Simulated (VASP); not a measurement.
A run of VASP 6.6.1 is set up as follows.

The input POSCAR:

```
N
1.0
    5.7650984866      0.0000000000      0.0000000000
    0.0000000000      5.7650984866      0.0000000000
    0.0000000000      0.0000000000      5.7650984866
N
8
Direct
    0.0547414446      0.0547414446      0.0547414446
    0.4452585554      0.9452585554      0.5547414446
    0.5547414446      0.4452585554      0.9452585554
    0.9452585554      0.5547414446      0.4452585554
    0.9452789999      0.9452789999      0.9452789999
    0.5547210001      0.0547210001      0.4452789999
    0.4452789999      0.5547210001      0.0547210001
    0.0547210001      0.4452789999      0.5547210001
```

File INCAR.step1:

```
PREC = Accurate
ENCUT = 520
ISMEAR = 0
SIGMA = 0.02
LREAL = F
LASPH = T
NELM = 80
NBANDS = 30
GGA = PE
ALGO = Normal
EDIFF = 1E-4
LWAVE = T
LCHARG = F
```

INCAR.step2

```
PREC = Accurate
ENCUT = 520
EDIFF = 1E-6
ISMEAR = 0
SIGMA = 0.02
LREAL = F
LASPH = T
NELM = 80
ALGO = Normal
ISIF = 2
LWAVE = F
LCHARG = F
METAGGA = R2SCAN
LMIXTAU = T
NBANDS = 30
ISTART = 1
```

The input KPOINTS:

```
regular mesh
0
Gamma
  4 4 4
```

Potentials or basis: VASP PAW PBE potentials, release 64 (N).

The run is started by

```sh
$ cat potpaw_PBE.64/N/POTCAR > POTCAR
$ cp INCAR.step1 INCAR
$ mpirun -np 1 vasp_std > vasp.out
$ cp INCAR.step2 INCAR
$ mpirun -np 1 vasp_std > vasp.out
```

Q: Estimate the largest force.

A: 2.304 eV/Å.

Q: Predict the pressure.

A: 2.5 GPa.

Forces in eV/Å, atoms in the order of the input:
```
N    1.330  1.330  1.330
N   -1.330 -1.330  1.330
N    1.330 -1.330 -1.330
N   -1.330  1.330 -1.330
N   -1.330 -1.330 -1.330
N    1.330  1.330 -1.330
N   -1.330  1.330  1.330
N    1.330 -1.330  1.330
```

Caveat: the standard files for N, O and F lose accuracy on very short bonds; the PAW data sets were made with another functional, which shifts forces and pressure a little.
